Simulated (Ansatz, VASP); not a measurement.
**V: VASP beside Ansatz**

The input INCAR:

```
SYSTEM = V
PREC = Accurate
ENCUT = 520
EDIFF = 1E-6
ISMEAR = -1
SIGMA = 0.05
LREAL = .FALSE.
LASPH = .TRUE.
NELM = 150
ALGO = Fast
ISIF = 2
LWAVE = .FALSE.
LCHARG = .FALSE.
ISPIN = 2
MAGMOM = 2 -2
LORBIT = 11
LMAXMIX = 4
GGA = PS
NBANDS = 24
```

The input KPOINTS:

```
regular mesh
0
G
  12 12 6
  0 0 0
```

Contents of POSCAR:

```
V
1.0
    2.6042941027      0.0000000000      0.0000000000
   -1.3021470513      2.2553848518      0.0000000000
    0.0000000000      0.0000000000      4.7233360000
V
2
Direct
    0.3333333333      0.6666666667      0.2500000000
    0.6666666667      0.3333333333      0.7500000000
```

input.yaml

```yaml
crystal:
  lattice:
    - [2.6042941027, 0.0, 0.0]
    - [-1.3021470513, 2.2553848518, 0.0]
    - [0.0, 0.0, 4.723336]
  atoms:
    - { symbol: V, position: [0.3333333333, 0.6666666667, 0.25], spin: 2.0 }
    - { symbol: V, position: [0.6666666667, 0.3333333333, 0.75], spin: -2.0 }
kpoints:
  mp_grid: { grid: [12, 12, 6] }
scf:
  occupations: { method: fermi_dirac, width: 0.05 }
hamiltonian:
  xc: pbesol
  pseudopotentials: { kind: all_electron, lapw: { basis_error: 0.001 } }
magnetization:
  spin_polarized: true
output:
  forces: true
  stress: true
  eigenvalues: true
```

Alike in both runs: task single point; functional PBEsol; k mesh 12 × 12 × 6; occupations fermi-dirac, width 0.05 eV; collinear spin.

```csv
,VASP,Ansatz
version,VASP 6.6.1,Ansatz 0.2.0
potentials or method,"VASP PAW PBE potentials, release 64 (V_sv), cutoff 520 eV","all-electron LAPW, scalar-relativistic"
```

VASP gave:

- gap on the k mesh at the Fermi level (eV): none
- pressure (GPa): -7.0
- traceless stress, the component that is largest in VASP (GPa): -0.10
- net moment per atom (μB): 0.00

Q: Which values does Ansatz return?

A: gap on the k mesh at the Fermi level (eV): none; pressure (GPa): -7.2; traceless stress, the component that is largest in VASP (GPa): -0.09; net moment per atom (μB): 0.00.

VASP's potentials were made for PBE, not for PBEsol. A gap of «none» marks a metal or a gap that the smearing closes. Ansatz ran all-electron here, and VASP with PAW potentials.
